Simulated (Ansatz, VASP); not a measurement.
# One calculation of CdF2, two programs

```
Cd F
1.0
     0.00000    2.63863    2.80223
     2.63863    0.00000    2.80223
     2.63863    2.63863    0.00000
Cd F
1 2
Direct
  0.00000 0.00000 0.00000
  0.25000 0.25000 0.25000
  0.75000 0.75000 0.75000
```

Alike in both runs: task single point; functional PBEsol; k mesh 8 × 8 × 8; occupations gaussian, width 0.05 eV; no spin polarisation.

|  | VASP | Ansatz |
| --- | --- | --- |
| version | VASP 6.6.1 | Ansatz 0.2.0 |
| potentials or method | VASP PAW PBE potentials, release 64 (Cd, F), cutoff 520 eV | scalar-relativistic, plane waves, PAW |
| valence electrons in the cell | 26 | 34 |

```csv
,VASP,Ansatz,Ansatz less VASP
gap on the k mesh at the Fermi level (eV),2.81,2.84,+0.032
least direct gap on the mesh (eV),3.26,3.29,+0.031
pressure (GPa),0.7,-0.1,-0.79
"traceless stress, the component that is largest in VASP (GPa)",-4.37,-4.45,-0.076
```

VASP's potentials were made for PBE, not for PBEsol. The functional is the same, so the differences come from potentials, cutoffs and numerics. VASP's potentials hold 26 valence electrons a cell and Ansatz's 34, so a difference there can come from the potentials and not from the codes.
